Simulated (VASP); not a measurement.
# SiC (P1) in VASP: relaxation of cell and atoms with PBE

Aim: the relaxation of cell and atoms of SiC with PBE.

Program: VASP 6.6.1. These are calculated values, not measurements. Logs are shortened: lines on timing, memory, paths and dates and some standing lists are left out, and cuts for length are marked.

## 1. The cell of the first run

The typed cell holds 4 atoms: a = 2.920 Å, b = 2.883 Å, c = 4.881 Å, α = 75.78°, β = 73.81°, γ = 60.37°.

## 2. Relaxation of cell and atoms, PBE

File INCAR:

```
PREC = Accurate
ENCUT = 600
EDIFF = 1E-6
ISMEAR = 0
SIGMA = 0.2
LREAL = False
LASPH = True
NELM = 80
ALGO = Normal
ISIF = 3
LWAVE = False
LCHARG = False
GGA = PE
IBRION = 2
NSW = 80
EDIFFG = -0.025
```

File KPOINTS:

```
Automatic mesh
0
Gamma
  8 8 6
```

File POSCAR:

```
SiC
1.0
   -1.4764879133      1.4775435155      2.0405164705
   -1.5026736495     -1.4397950419      1.9952960631
    2.8622489831      0.0901199459      3.9531207399
Si C
2 2
Direct
    0.2589797734      0.2622667488      0.2748089684
    0.7034897661      0.8032296507      0.7571719581
    0.5624850396      0.4521943627      0.4657151994
   -0.0249545791     -0.0176907623      0.0023038741
```

Potentials or basis: VASP PAW PBE potentials, release 64 (Si, C).

The run is started by

```console
cat potpaw_PBE.64/Si/POTCAR potpaw_PBE.64/C/POTCAR > POTCAR
mpirun -np 1 vasp_std > vasp.out
```

OUTCAR:

```text
PREC = Accurate
   ENCUT = 600
   EDIFF = 1E-6
   ISMEAR = 0
   LREAL = False
   LASPH = True
   NELM = 80
   ISIF = 3
   GGA = PE
   IBRION = 2
   NSW = 80
   EDIFFG = -0.025

 ion  position               nearest neighbor table
   1  0.259  0.262  0.275-   3 1.77   3 1.84   4 2.03   4 2.08   3 2.11   4 2.22   2 2.73   2 2.79
                             2 2.82   2 2.90   2 2.96   2 3.05
   2  0.703  0.803  0.757-   4 1.89   3 1.99   4 2.01   3 2.16   4 2.22   3 2.36   1 2.73   1 2.79
                             1 2.82   1 2.90   1 2.96   1 3.05
   3  0.562  0.452  0.466-   1 1.77   1 1.84   2 1.99   1 2.11   2 2.16   2 2.36
   4  0.975  0.982  0.002-   2 1.89   2 2.01   1 2.03   1 2.08   1 2.22   2 2.22

  Warning from LATTYP: Got some problem with cell dimensions!
  Tried to take original basis but could not verify dimensions!
  LATTYP: Found a triclinic cell.
 ALAT       =     8.8286519680
 B/A-ratio  =     0.8652970536
 C/A-ratio  =     1.3355977334
 COS(alpha) =     0.0006322412
 COS(beta)  =     0.7016157638
 COS(gamma) =     0.7117139643

  Lattice vectors:

 A1 = (  -4.4172941050,  -7.3645921026,  -2.0482654916)
 A2 = (  -3.0315330352,  -5.7969286412,   3.9453717188)
 A3 = (  -4.2741957891,  -4.5751219647,  -9.9919783577)

Analysis of symmetry for initial positions (statically):
=====================================================================
 Subroutine PRICEL returns:
 Original cell was already a primitive cell.

 Routine SETGRP: Setting up the symmetry group for a
 triclinic supercell.

 Subroutine GETGRP returns: Found  1 space group operations
 (whereof  1 operations were pure point group operations)
 out of a pool of  2 trial point group operations.

The static configuration has the point symmetry C_1 .

Analysis of symmetry for dynamics (positions and initial velocities):
=====================================================================
 Subroutine PRICEL returns:
 Original cell was already a primitive cell.

 Routine SETGRP: Setting up the symmetry group for a
 triclinic supercell.

 Subroutine GETGRP returns: Found  1 space group operations
 (whereof  1 operations were pure point group operations)
 out of a pool of  2 trial point group operations.

The dynamic configuration has the point symmetry C_1 .

 Subroutine INISYM returns: Found  1 space group operations
 (whereof  1 operations are pure point group operations),
 and found     1 'primitive' translations

----------------------------------------------------------------------------------------

[... 133 lines left out ...]
   NGX = 11   NGY = 11   NGZ = 19

--------------------------------------- Ionic step        1  -------------------------------------------

 number of electron      16.0000000 magnetization

 Free energy of the ion-electron system (eV)
  ---------------------------------------------------
  ext. energy  EPLUGINS =         0.00000000
  ---------------------------------------------------
  free energy    TOTEN  =       -26.43242765 eV

  energy without entropy =      -26.41907168  energy(sigma->0) =      -26.42574967

------------------------ aborting loop because EDIFF is reached ----------------------------------------

  FORCE on cell =-STRESS in cart. coord.  units (eV):
  Direction    XX          YY          ZZ          XY          YZ          ZX
  --------------------------------------------------------------------------------------
  -------------------------------------------------------------------------------------
  Total        0.5999172      0.9229428      5.7452848     -1.6732760     -1.7553906      1.6865159
  in kB       28.2554999     43.4696865    270.5971856    -78.8096303    -82.6771466     79.4332175
  external PRESSURE =     114.1074573 kB  Pullay stress =       0.0000000 kB
[... 95 lines left out ...]
  FREE ENERGIE OF THE ION-ELECTRON SYSTEM (eV)
  ---------------------------------------------------
  free  energy   TOTEN  =       -26.9780945495 eV

  energy  without entropy=      -26.9636788293  energy(sigma->0) =      -26.97088669

[... ionic steps 4 to 19 ...]

--------------------------------------- Ionic step       20  -------------------------------------------

 number of electron      15.9999999 magnetization

------------------------ aborting loop because EDIFF is reached ----------------------------------------
[... 71 lines left out ...]
--------------------------------------- Ionic step       22  -------------------------------------------

 number of electron      15.9999999 magnetization

 Free energy of the ion-electron system (eV)
  ---------------------------------------------------
  ext. energy  EPLUGINS =         0.00000000
  ---------------------------------------------------
  free energy    TOTEN  =       -27.15844517 eV

  energy without entropy =      -27.14661402  energy(sigma->0) =      -27.15252960

 E-fermi :  12.2443     XC(G=0): -12.6609

 val. band max:       12.1912667729   @ k =  -0.0000   0.1250   0.5000
 cond. band min:      12.2604646535   @ k =  -0.1250  -0.1250   0.3333
 fundamental gap:      0.0691978806
 Fermi energy:        12.2443237425

 k-point     1 :       0.0000    0.0000    0.0000
  band No.  band energies     occupation
      1      -6.0994      2.00000
      2      -0.9559      2.00000
      3       0.7984      2.00000
      4      11.2358      2.00000
      5      11.2445      2.00000
      6      12.2640      0.88949
      7      12.2683      0.86546
      8      12.2862      0.76695
      9      17.4857      0.00000
     10      17.5086      0.00000
     11      18.1308      0.00000
     12      19.6000      0.00000
[... 331 lines left out ...]
 k-point    24 :       0.2500    0.3750    0.0000
  band No.  band energies     occupation
      1      -3.5291      2.00000
      2      -0.3160      2.00000
      3       4.2865      2.00000
      4       5.1763      2.00000
      5       6.0897      2.00000
      6       7.2094      2.00000
      7       9.9125      2.00000
      8      11.4540      2.00000
      9      14.8878      0.00000
     10      17.2311      0.00000
     11      18.8364      0.00000
     12      19.0878      0.00000

 [... further k-points ...]

------------------------ aborting loop because EDIFF is reached ----------------------------------------

  FORCE on cell =-STRESS in cart. coord.  units (eV):
  Direction    XX          YY          ZZ          XY          YZ          ZX
  --------------------------------------------------------------------------------------
  -------------------------------------------------------------------------------------
  Total       -0.0084779     -0.0008214     -0.0148003      0.0014180      0.0268292      0.0048638
  in kB       -0.4060464     -0.0393418     -0.7088604      0.0679174      1.2849812      0.2329506
  external PRESSURE =      -0.3847495 kB  Pullay stress =       0.0000000 kB
[... 19 lines left out ...]
  FREE ENERGIE OF THE ION-ELECTRON SYSTEM (eV)
  ---------------------------------------------------
  free  energy   TOTEN  =       -27.1584451716 eV

  energy  without entropy=      -27.1466140205  energy(sigma->0) =      -27.15252960

 reached required accuracy - stopping structural energy minimisation
```

OSZICAR:

```text
N       E                     dE             d eps       ncg     rms          rms(c)
DAV:   1     0.365755187342E+02    0.36576E+02   -0.82525E+03  4704   0.137E+03
DAV:   2    -0.268413137022E+02   -0.63417E+02   -0.58055E+02  6548   0.193E+02
[... 166 lines left out ...]
  21 F= -.27158341E+02 E0= -.27152422E+02  d E =-.271867E-03
       N       E                     dE             d eps       ncg     rms          rms(c)
DAV:   1    -0.271584745068E+02   -0.13294E-03   -0.10115E-02  5264   0.916E-01    0.361E-02
DAV:   2    -0.271584579861E+02    0.16521E-04   -0.15615E-04  6056   0.111E-01    0.197E-02
DAV:   3    -0.271584449426E+02    0.13043E-04   -0.23923E-05  5832   0.435E-02    0.252E-03
DAV:   4    -0.271584451716E+02   -0.22902E-06   -0.35351E-06  5256   0.156E-02
  22 F= -.27158445E+02 E0= -.27152530E+02  d E =-.103734E-03
```

CONTCAR:

```text
SiC
   1.00000000000000
    -1.4351389097088361    1.4341888081396994    2.0312965756858814
    -1.4348408147032907   -1.4353926052909729    2.0317335567483954
     2.8688526625470439   -0.0012296180641613    4.0622569215122315
  Si              C
     2     2
Direct
     0.2498597948057344    0.2500063860681380    0.2499390907227791
     0.7501533363926390    0.7502266227845669    0.7499529636869885
     0.4993382456437940    0.4994775448738584    0.4999960854375893
     0.0006486231578325    0.0002894461734351    0.0001118601526499

  0.00000000E+00  0.00000000E+00  0.00000000E+00
  0.00000000E+00  0.00000000E+00  0.00000000E+00
  0.00000000E+00  0.00000000E+00  0.00000000E+00
  0.00000000E+00  0.00000000E+00  0.00000000E+00
```

Wall time 5 min (1 thread of Intel Xeon 6975P-C (Granite Rapids), shared host); peak memory 0.24 GiB.

What came out:

```
Free energy                           : -27.1584 eV
Relaxed volume                        : 8.36 Å³/atom
Relaxed cell                          : a = 2.871 Å, b = 2.872 Å, c = 4.973 Å, α = 73.15°, β = 73.18°, γ = 59.96°
Space group after relaxing (to 0.1 Å) : Fm-3m (No. 225)
Energy gained by relaxing             : 181.5 meV/atom
Ionic steps                           : 22
Pressure after relaxing               : 0.0 GPa
Largest force after relaxing          : 0.018 eV/Å
Band gap on the k mesh                : zero (bands 8 and 9 overlap by 1.07 eV)
```

Forces in eV/Å, atoms in the order of the input:
```
Si   0.001  0.002  0.004
Si   0.005  0.001 -0.005
C   -0.006  0.001  0.017
C    0.000 -0.003 -0.016
```

Stress tensor (GPa, compression positive):
```
-0.04  0.01  0.02
 0.01  0.00  0.13
 0.02  0.13 -0.07
```

The path:
```csv
step,energy change (eV),largest force (eV/Å),pressure (GPa),volume (Å³)
1,0.0000,4.1805,11.41,34.02
2,-0.2937,2.0400,-13.93,37.00
3,-0.5457,0.8875,-7.76,35.60
4,-0.5467,0.8567,-7.37,35.54
5,-0.6278,0.6699,1.36,33.93
6,-0.6278,0.6653,1.11,33.97
7,-0.6618,0.3869,1.04,33.77
8,-0.6669,0.3671,1.43,33.65
9,-0.6753,0.2972,-1.42,33.98
10,-0.6753,0.2763,-1.25,33.96
11,-0.6852,0.2647,-1.01,33.84
12,-0.6972,0.4079,0.57,33.49
13,-0.7018,0.3809,0.60,33.46
14,-0.7065,0.3640,0.90,33.39
15,-0.7121,0.2853,0.21,33.46
16,-0.7206,0.1677,-1.65,33.69
17,-0.7209,0.1747,-2.02,33.74
18,-0.7253,0.0614,-0.49,33.52
19,-0.7256,0.0412,0.14,33.43
20,-0.7259,0.0297,0.05,33.44
21,-0.7259,0.0256,-0.03,33.45
22,-0.7260,0.0177,-0.04,33.45
```

Final structure:
```yaml
crystal:
  lattice:
    - [-1.43514, 1.43419, 2.03130]
    - [-1.43484, -1.43539, 2.03173]
    - [2.86885, -0.00123, 4.06226]
  atoms:
    - { symbol: Si, position: [0.24986, 0.25001, 0.24994] }
    - { symbol: Si, position: [0.75015, 0.75023, 0.74995] }
    - { symbol: C, position: [0.49934, 0.49948, 0.50000] }
    - { symbol: C, position: [0.00065, 0.00029, 0.00011] }
```

The gap in the log of VASP goes by the Fermi energy; the results here count the filled bands.